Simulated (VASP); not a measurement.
ZnS: single point with BLYP

**The experiment to reproduce.**

“Electronic, vibrational, and thermodynamic properties of ZnS (zincblende and rocksalt structure)”, 2009, arxiv:0911.5022 quotes, for a bulk crystal of ZnS at 19 K: band gap 3.85 eV (direct).

Crystal: ZnS.

```
CELL_PARAMETERS angstrom
0.00000 2.73756 2.73756
2.73756 0.00000 2.73756
2.73756 2.73756 0.00000
ATOMIC_POSITIONS crystal
Zn 0.75000 0.75000 0.75000
S 0.00000 0.00000 0.00000
```

```
Program                : VASP 6.6.1
Task                   : single point
Functional             : BLYP
Potentials or basis    : VASP PAW PBE potentials, release 64 (Zn, S)
Cutoff                 : 520 eV
k mesh                 : 9 × 9 × 9
Occupations            : fermi-dirac, width 0.05 eV
Spin                   : no spin polarisation
Dipole correction      : no
Further INCAR settings : ALGO = Normal; EDIFF = 1e-07; NBANDS = 16
```

```
Pressure               : 2.5 GPa
Band gap on the k mesh : 1.94 eV, direct
```

Levels at points of the mesh, in eV from the valence-band top:
```csv
k point,band 6,band 7,band 8,band 9,band 10,band 11,band 12,band 13
"(0.00, 0.00, 0.00)",-5.85,0.00,0.00,0.00,1.94,6.47,6.47,6.47
```

Run time: 21 s on 1 thread of AMD EPYC 9R45 96-Core Processor (Zen 5) (shared host), peak memory 0.14 GiB.

A measured gap of ZnS is 3.85 eV (direct; 19 K; quoted in “Electronic, vibrational, and thermodynamic properties of ZnS (zincblende and rocksalt structure)”, 2009, arxiv:0911.5022); the calculated 1.94 eV misses it by -1.91 eV. The value is that of BLYP, without temperature or zero-point motion. Semilocal functionals fall short of measured gaps as a rule.

Caveat: the PAW data sets were made with another functional, which shifts forces and pressure a little.
